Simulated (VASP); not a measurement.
Input of a VASP 6.6.1 run:

The input INCAR:

```
SYSTEM = In4As4H9
ALGO = Normal
EDIFF = 1E-7
ENCUT = 520
GGA = PE
ISIF = 2
ISMEAR = 0
KPAR = 2
LASPH = .True.
LCHARG = .False.
LREAL = Auto
LWAVE = .False.
NBANDS = 104
NCORE = 2
NELM = 60
PREC = Accurate
SIGMA = 0.05
```

File KPOINTS:

```
k-points
0
Gamma
  1 1 9
  0 0 0
```

Contents of POSCAR:

```
In4As4H9
1.0
   18.6000000000      0.0000000000      0.0000000000
    0.0000000000     18.9000000000      0.0000000000
    0.0000000000      0.0000000000      6.4254975629
In As H
8 8 18
Direct
    0.5435229756      0.5428417275     -0.0100383655
    0.5470665781      0.3906498884      0.4876543355
    0.5408440409      0.7126030163      0.4839034926
    0.3888622877      0.5463627932      0.4876395271
    0.7160281703      0.5401219431      0.4840357798
    0.3709760938      0.3730659057     -0.0538919938
    0.3535419662      0.7059529758      0.0759003187
    0.7092150202      0.3558274697      0.0759855453
    0.3054529740      0.6232504105      0.7430547376
    0.6251969000      0.3085542664      0.7430681170
    0.6156352815      0.6137795239      0.7016478655
    0.3081913067      0.4567812523      0.2399134919
    0.6276616615      0.4618508120      0.2296823343
    0.4560452513      0.3112649257      0.2399143030
    0.4612454003      0.6256504236      0.2296721257
    0.4586137072      0.4593005813      0.7439475680
    0.2492246318      0.5703399882      0.8170397793
    0.2554298735      0.6637337667      0.5986307811
    0.5714348163      0.2532182506      0.8170704352
    0.6663312704      0.2593187390      0.5986539747
    0.6615227816      0.6589227469      0.8473974086
    0.6028465702      0.7538785508      0.3227004577
    0.4767252337      0.7520183185      0.6427657260
    0.2480259564      0.4979663714      0.1348742973
    0.2591004974      0.4088621393      0.3669537342
    0.7580840971      0.6010913727      0.3229067438
    0.7560333984      0.4769770898      0.6428721795
    0.4979044476      0.2520590472      0.1348795311
    0.4073593456      0.2629449266      0.3669501273
    0.3127449943      0.3157308219      0.8183385954
    0.2809200356      0.6986379323      0.2459142069
    0.3861478121      0.7801762136      0.9516233039
    0.7017539655      0.2843319140      0.2459196610
    0.7847064194      0.3878471846      0.9518879722
```

Potentials or basis: VASP PAW PBE potentials, release 64 (In_d, As, H).

Launch:

```bash
$ cat potpaw_PBE.64/In_d/POTCAR potpaw_PBE.64/As/POTCAR potpaw_PBE.64/H/POTCAR > POTCAR
$ mpirun -np 4 vasp_std > vasp.out
```

(1) What does it give for the largest force?

(2) Estimate the band gap on the k mesh.

Answers

(1) 0.111 eV/Å.

(2) 2.22 eV.

Caveat: spin-orbit coupling is left out, which moves the levels of the heavy elements.
